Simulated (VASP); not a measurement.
# AlN (P6_3mc) in VASP: further runs, part 2 of 2

VASP 6.6.1. Earlier steps stand in the parts before.

## 5. Single point, PBE

This run uses another cell than the first one, of 10.15 Å³/atom.

The input, INCAR:

```
  PREC = Accurate
  ENCUT = 520
  EDIFF = 1E-7
  ISMEAR = -1
  SIGMA = 0.05
  LREAL = False
  LASPH = True
  NELM = 60
  ALGO = Normal
  ISIF = 2
  LWAVE = False
  LCHARG = False
  GGA = PE
  NBANDS = 16
```

The input, KPOINTS:

```
Automatic mesh
0
Gamma
  10 10 6
```

The input, POSCAR:

```
AlN
1.0
    3.0840572785      0.0000000000      0.0000000000
   -1.5420286392      2.6708719499      0.0000000000
    0.0000000000      0.0000000000      4.9280831810
Al N
2 2
Direct
    0.6666666667      0.3333333333      0.4987747418
    0.3333333333      0.6666666667     -0.0012252582
    0.6666666667      0.3333333333      0.8812252582
    0.3333333333      0.6666666667      0.3812252582
```

Potentials or basis: VASP PAW PBE potentials, release 64 (Al, N).

Run with:

```sh
$ cat potpaw_PBE.64/Al/POTCAR potpaw_PBE.64/N/POTCAR > POTCAR
$ mpirun -np 1 vasp_std > vasp.out
```

OUTCAR:

```text
PREC = Accurate
   ENCUT = 520
   EDIFF = 1E-7
   ISMEAR = -1
   LREAL = False
   LASPH = True
   NELM = 60
   ISIF = 2
   GGA = PE

 ion  position               nearest neighbor table
   1  0.667  0.333  0.499-   4 1.87   4 1.87   4 1.87   3 1.88   2 3.04   2 3.04   2 3.04   2 3.04
                             2 3.04   2 3.04
   2  0.333  0.667  0.999-   3 1.87   3 1.87   3 1.87   4 1.88   1 3.04   1 3.04   1 3.04   1 3.04
                             1 3.04   1 3.04
   3  0.667  0.333  0.881-   2 1.87   2 1.87   2 1.87   1 1.88
   4  0.333  0.667  0.381-   1 1.87   1 1.87   1 1.87   2 1.88

  LATTYP: Found a hexagonal cell.
 ALAT       =     3.0840572785
 C/A-ratio  =     1.5979220669

  Lattice vectors:

 A1 = (   3.0840572785,   0.0000000000,   0.0000000000)
 A2 = (  -1.5420286392,   2.6708719499,   0.0000000000)
 A3 = (   0.0000000000,   0.0000000000,   4.9280831810)

Analysis of symmetry for initial positions (statically):
=====================================================================
 Subroutine PRICEL returns:
 Original cell was already a primitive cell.

 Routine SETGRP: Setting up the symmetry group for a
 hexagonal supercell.

 Subroutine GETGRP returns: Found 12 space group operations
 (whereof  6 operations were pure point group operations)
 out of a pool of 24 trial point group operations.

The static configuration has the point symmetry C_3v.
 The point group associated with its full space group is C_6v.

Analysis of symmetry for dynamics (positions and initial velocities):
=====================================================================
 Subroutine PRICEL returns:
 Original cell was already a primitive cell.

 Routine SETGRP: Setting up the symmetry group for a
[... 127 lines left out ...]
   EFERMI_NEDOS =   21; number of points for ismear=-14 and -15
   IALGO  =     38    algorithm
   IMIX   =      4    mixing-type and parameters
     AMIX     =   0.40;   BMIX     =  1.00
     AMIX_MAG =   1.60;   BMIX_MAG =  1.00
  volume/ion in A,a.u.               =      10.15        68.48
  Fermi-wavevector in a.u.,A,eV,Ry     =   1.200320  2.268276 19.602835  1.440768
  Thomas-Fermi vector in A             =   2.336159
   LORBIT       =      0    0 simple, 1 ext, 2 COOP (PROOUT), +10 PAW based schemes
   GGA     = PE    functional components
   LHFCALC =     F    Hartree Fock is set to
   AEXX    =    0.0000 exact exchange contribution
   IVDW    =     0    specifies the selected vdW correction
   LEPSILON=     F    determine dielectric tensor
   LRPA    =     F    only Hartree local field effects (RPA)
 non-spin polarized calculation
  energy-cutoff  :      520.00
  volume of cell :       40.59
 maximum number of plane-waves:      1120
 NGX is ok and might be reduce to    24
   NGX = 11   NGY = 11   NGZ = 19

 number of electron      15.9999996 magnetization

 Free energy of the ion-electron system (eV)
  ---------------------------------------------------
  ext. energy  EPLUGINS =         0.00000000
  ---------------------------------------------------
  free energy    TOTEN  =       -29.72236816 eV

  energy without entropy =      -29.72236816  energy(sigma->0) =      -29.72236816

 E-fermi :   7.4276     XC(G=0): -11.0353

 val. band max:        6.4515624250   @ k =   0.0000   0.0000   0.0000
 cond. band min:      10.8958782308   @ k =   0.0000   0.0000   0.0000
 fundamental gap:      4.4443158057
 Fermi energy:         7.4276198245

 k-point     1 :       0.0000    0.0000    0.0000
  band No.  band energies     occupation
      1      -8.9304      2.00000
      2      -6.6855      2.00000
      3       0.3181      2.00000
      4       5.5400      2.00000
      5       5.5400      2.00000
      6       6.2027      2.00000
[... 433 lines left out ...]
      3       0.9133      2.00000
      4       1.9611      2.00000
      5       3.3057      2.00000
      6       4.0926      2.00000
[... 8 lines left out ...]
     15      19.2852      0.00000
     16      21.6820      0.00000

 [... further k-points ...]

------------------------ aborting loop because EDIFF is reached ----------------------------------------

  FORCE on cell =-STRESS in cart. coord.  units (eV):
  Direction    XX          YY          ZZ          XY          YZ          ZX
  --------------------------------------------------------------------------------------
  -------------------------------------------------------------------------------------
  Total        2.4932683      2.4932683      2.5070438      0.0000000      0.0000000      0.0000000
  in kB       98.4070170     98.4070170     98.9507221      0.0000000      0.0000000      0.0000000
  external PRESSURE =      98.5882521 kB  Pullay stress =       0.0000000 kB

 VOLUME and BASIS-vectors are now :
 -----------------------------------------------------------------------------
  energy-cutoff  :      520.00
  volume of cell :       40.59
      direct lattice vectors                 reciprocal lattice vectors
     3.084057278  0.000000000  0.000000000     0.324248193  0.187204782  0.000000000
    -1.542028639  2.670871950  0.000000000     0.000000000  0.374409563  0.000000000
     0.000000000  0.000000000  4.928083181     0.000000000  0.000000000  0.202918653

 POSITION                                       TOTAL-FORCE (eV/Angst)
 -----------------------------------------------------------------------------------
      1.54203      0.89029      2.45800        -0.000000     -0.000000     -0.000976
     -0.00000      1.78058      4.92205         0.000000      0.000000     -0.000976
      1.54203      0.89029      4.34275         0.000000     -0.000000      0.000976
     -0.00000      1.78058      1.87871        -0.000000      0.000000      0.000976
 -----------------------------------------------------------------------------------
    total drift:                               -0.000000      0.000000     -0.001066

  FREE ENERGIE OF THE ION-ELECTRON SYSTEM (eV)
  ---------------------------------------------------
  free  energy   TOTEN  =       -29.7223681597 eV

  energy  without entropy=      -29.7223681597  energy(sigma->0) =      -29.72236816
```

OSZICAR:

```text
N       E                     dE             d eps       ncg     rms          rms(c)
DAV:   1     0.429251821664E+02    0.42925E+02   -0.74362E+03  1792   0.904E+02
DAV:   2    -0.310455288528E+02   -0.73971E+02   -0.68001E+02  2504   0.192E+02
DAV:   3    -0.345617951793E+02   -0.35163E+01   -0.35059E+01  2240   0.427E+01
DAV:   4    -0.345826416294E+02   -0.20846E-01   -0.20845E-01  2208   0.374E+00
DAV:   5    -0.345829073097E+02   -0.26568E-03   -0.26568E-03  2280   0.423E-01    0.124E+01
DAV:   6    -0.297158873156E+02    0.48670E+01   -0.10647E+01  2128   0.239E+01    0.424E+00
DAV:   7    -0.297342011446E+02   -0.18314E-01   -0.71444E-01  1968   0.595E+00    0.300E+00
DAV:   8    -0.297266354051E+02    0.75657E-02   -0.58183E-02  1968   0.221E+00    0.556E-01
DAV:   9    -0.297218386508E+02    0.47968E-02   -0.12015E-02  2392   0.811E-01    0.240E-01
DAV:  10    -0.297224427715E+02   -0.60412E-03   -0.21713E-03  1952   0.294E-01    0.128E-01
DAV:  11    -0.297223653809E+02    0.77391E-04   -0.17219E-04  2056   0.101E-01    0.311E-02
DAV:  12    -0.297223683483E+02   -0.29674E-05   -0.11031E-05  2112   0.266E-02    0.736E-03
DAV:  13    -0.297223681544E+02    0.19394E-06   -0.39412E-06  2088   0.155E-02    0.529E-03
DAV:  14    -0.297223681597E+02   -0.53252E-08   -0.30549E-07  2064   0.471E-03
   1 F= -.29722368E+02 E0= -.29722368E+02  d E =-.380605E-10
```

stdout:

```text
POSCAR found type information on POSCAR AlN
 POSCAR found :  2 types and       4 ions
 scaLAPACK will be used
 LDA part: xc-table for (Slater+PW92), standard interpolation
 POSCAR, INCAR and KPOINTS ok, starting setup
 FFT: planning ... GRIDC
 FFT: planning ... GRID_SOFT
 FFT: planning ... GRID
 WAVECAR not read
 entering main loop
```

It took 48 s on 1 thread of Intel Xeon 8259CL, shared host; peak memory 0.17 GiB.

What came out:

```yaml
Free_energy: -29.7224 eV
Pressure: 9.9 GPa
Band_gap_on_the_k_mesh: 4.44 eV
```

Levels at points of the mesh, in eV from the valence-band top:
| k point | band 6 | band 7 | band 8 | band 9 | band 10 | band 11 |
| --- | --- | --- | --- | --- | --- | --- |
| (0.00, 0.00, 0.00) | -0.25 | -0.25 | 0.00 | 4.44 | 6.87 | 10.85 |
| (0.50, 0.00, 0.00) | -2.16 | -1.83 | -0.72 | 5.87 | 5.89 | 8.41 |
| (0.00, 0.00, 0.50) | -0.59 | -0.59 | -0.59 | 6.69 | 6.69 | 10.55 |
| (0.50, 0.00, 0.50) | -1.52 | -1.40 | -1.40 | 5.40 | 5.40 | 9.41 |

Caveat: the cell stands under pressure.

## 6. Single point, PBE

This run uses another cell than the first one, of 10.38 Å³/atom.

The input, INCAR:

```
ALGO = Normal ; EDIFF = 1E-7
ENCUT = 520 ; GGA = PE
ISIF = 2 ; ISMEAR = -1
LASPH = True ; LCHARG = True
LELF = True ; LREAL = False
LVHAR = True ; LWAVE = False
NBANDS = 16 ; NELM = 60
PREC = Accurate ; SIGMA = 0.05
```

The input, KPOINTS:

```
k-points
0
Gamma
  10 10 6
```

The input, POSCAR:

```
AlN
1.0
    3.1058418138      0.0000000000      0.0000000000
   -1.5529209069      2.6897379109      0.0000000000
    0.0000000000      0.0000000000      4.9702883364
Al N
2 2
Direct
    0.6666666667      0.3333333333      0.4990013035
    0.3333333333      0.6666666667     -0.0009986965
    0.6666666667      0.3333333333      0.8809986965
    0.3333333333      0.6666666667      0.3809986965
```

Potentials or basis: VASP PAW PBE potentials, release 64 (Al, N).

Run with:

```sh
$ cat potpaw_PBE.64/Al/POTCAR potpaw_PBE.64/N/POTCAR > POTCAR
$ mpirun -np 1 vasp_std > vasp.out
```

Run time: 54 s. Hardware: 1 thread of Intel Xeon 8259CL, shared host; peak memory 0.17 GiB.

The run converged. Its results:

```
Free energy            : -29.7652 eV
Pressure               : 4.8 GPa
Band gap on the k mesh : 4.25 eV
```

Stress tensor (GPa, compression positive):
```
4.81 0.00 0.00
0.00 4.81 0.00
0.00 0.00 4.91
```

Levels at points of the mesh, in eV from the valence-band top:
| k point | band 4 | band 5 | band 6 | band 7 | band 8 | band 9 | band 10 | band 11 | band 12 | band 13 |
| --- | --- | --- | --- | --- | --- | --- | --- | --- | --- | --- |
| (0.00, 0.00, 0.00) | -0.88 | -0.88 | -0.23 | -0.23 | 0.00 | 4.25 | 6.70 | 10.66 | 11.18 | 11.18 |
| (0.50, 0.00, 0.00) | -4.19 | -3.36 | -2.11 | -1.79 | -0.70 | 5.82 | 5.83 | 8.23 | 10.31 | 10.94 |
| (0.00, 0.00, 0.50) | -3.34 | -0.56 | -0.56 | -0.56 | -0.56 | 6.51 | 6.51 | 10.37 | 10.37 | 11.50 |
| (0.50, 0.00, 0.50) | -5.63 | -1.48 | -1.48 | -1.37 | -1.37 | 5.33 | 5.33 | 9.29 | 9.29 | 11.88 |

Caveat: the cell stands under pressure.

## 7. The runs side by side

```csv
task,level,cell,cutoff (eV),gap on the mesh (eV),pressure (GPa)
relaxation of cell and atoms,PBEsol,"relaxed to 5 GPa from a = 3.113, b = 3.113, c = 4.981 Å, angles 90.0, 90.0, 120.0°, 4 atoms, atomic positions A",600,4.31,5.0
single point,PBE,"a = 3.015, b = 3.015, c = 4.780 Å, angles 90.0, 90.0, 120.0°, 4 atoms, atomic positions B",520,5.08,30.0
single point,PBE,"a = 3.047, b = 3.047, c = 4.851 Å, angles 90.0, 90.0, 120.0°, 4 atoms, atomic positions B",520,4.78,19.9
single point,PBE,"a = 3.084, b = 3.084, c = 4.928 Å, angles 90.0, 90.0, 120.0°, 4 atoms, atomic positions B",520,4.44,9.9
single point,PBE,"a = 3.106, b = 3.106, c = 4.970 Å, angles 90.0, 90.0, 120.0°, 4 atoms, atomic positions A",520,4.25,4.8
```

Alike in all rows: potentials or basis VASP PAW PBE potentials, release 64 (Al, N); no spin polarisation; k mesh 10 × 10 × 6; smearing fermi-dirac 0.05 eV.

Caveats: the cell stands under pressure (at least some runs); the cell is relaxed towards a set pressure, so the run minimises the enthalpy, not the energy (at least some runs); the PAW data sets were made with another functional, which shifts forces and pressure a little (at least some runs).

Absolute energies hang on the potentials; compare differences alone.
